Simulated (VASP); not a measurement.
A run of VASP 6.6.1 is set up as follows.

INCAR

```
SYSTEM = P
PREC     = Accurate       ! precision mode
ENCUT    = 520            ! plane-wave cutoff, eV
EDIFF    = 1E-6           ! SCF threshold, eV
ISMEAR   = -1             ! smearing method
SIGMA    = 0.1            ! smearing width, eV
LREAL    = .False.        ! projectors in reciprocal space
LASPH    = .True.         ! aspherical terms in the spheres
NELM     = 60             ! most SCF steps
ALGO     = Normal         ! electronic algorithm
ISIF     = 2              ! what is computed and relaxed
LWAVE    = .False.        ! write WAVECAR
LCHARG   = .True.         ! write CHGCAR
GGA      = B5             ! functional
ALDAX    = 1.0          
AGGAX    = 1.0          
AGGAC    = 1.0          
ALDAC    = 0.0          
LELF     = .True.         ! ELF
LVHAR    = .True.       
NBANDS   = 12             ! bands
```

The input KPOINTS:

```
Automatic mesh
0
Gamma
  11 11 11
  0 0 0
```

File POSCAR:

```
P
1.0
    0.0000000000      2.9316280601      2.9316280601
    2.9316280601      0.0000000000      2.9316280601
    2.9316280601      2.9316280601      0.0000000000
P
2
Direct
    0.1250000000      0.1250000000      0.1250000000
    0.8750000000      0.8750000000      0.8750000000
```

Potentials or basis: VASP PAW PBE potentials, release 64 (P).

Run with:

```console
$ cat potpaw_PBE.64/P/POTCAR > POTCAR
$ mpirun -np 1 vasp_std > vasp.out
```

(1) What does it give for the band gap on the k mesh?

(2) Estimate the pressure.

Results:

(1) zero (band 5 reaches 4.80 eV, above the bottom of band 6 at 3.74 eV).

(2) -2.8 GPa.

Caveat: the PAW data sets were made with another functional, which shifts forces and pressure a little.
